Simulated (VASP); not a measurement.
Here is a VASP 6.6.1 calculation.

File POSCAR:

```
Sr
1.0
   -2.3522500000      2.3522500000      2.4250000000
    2.3522500000     -2.3522500000      2.4250000000
    2.3522500000      2.3522500000     -2.4250000000
Sr
1
Direct
    0.0000000000      0.0000000000      0.0000000000
```

File INCAR.step1:

```
PREC = Accurate
ENCUT = 520
ISMEAR = 0
SIGMA = 0.15
LREAL = F
LASPH = T
NELM = 100
NBANDS = 11
GGA = PE
ALGO = Normal
EDIFF = 1E-4
LWAVE = T
LCHARG = F
```

The input INCAR.step2:

```
PREC = Accurate
ENCUT = 520
EDIFF = 1E-6
ISMEAR = 0
SIGMA = 0.15
LREAL = F
LASPH = T
NELM = 100
ALGO = Normal
ISIF = 2
LWAVE = F
LCHARG = F
METAGGA = R2SCAN
LMIXTAU = T
NBANDS = 11
ISTART = 1
```

Contents of KPOINTS:

```
Automatic mesh
0
Gamma
  14 14 14
```

Potentials or basis: VASP PAW PBE potentials, release 64 (Sr_sv).

The run is started by

```sh
$ cat potpaw_PBE.64/Sr_sv/POTCAR > POTCAR
$ cp INCAR.step1 INCAR
$ mpirun -np 1 vasp_std > vasp.out
$ cp INCAR.step2 INCAR
$ mpirun -np 1 vasp_std > vasp.out
```

**Question.** Predict the band gap on the k mesh.

**Answer.** Zero (bands 5 and 6 overlap by 0.38 eV).

**Question.** What does it give for the pressure?

**Answer.** 0.5 GPa.

Caveat: the cell differs from its parent crystal (strain -0.030 along x and y, +0.000 along z); the PAW data sets were made with another functional, which shifts forces and pressure a little.
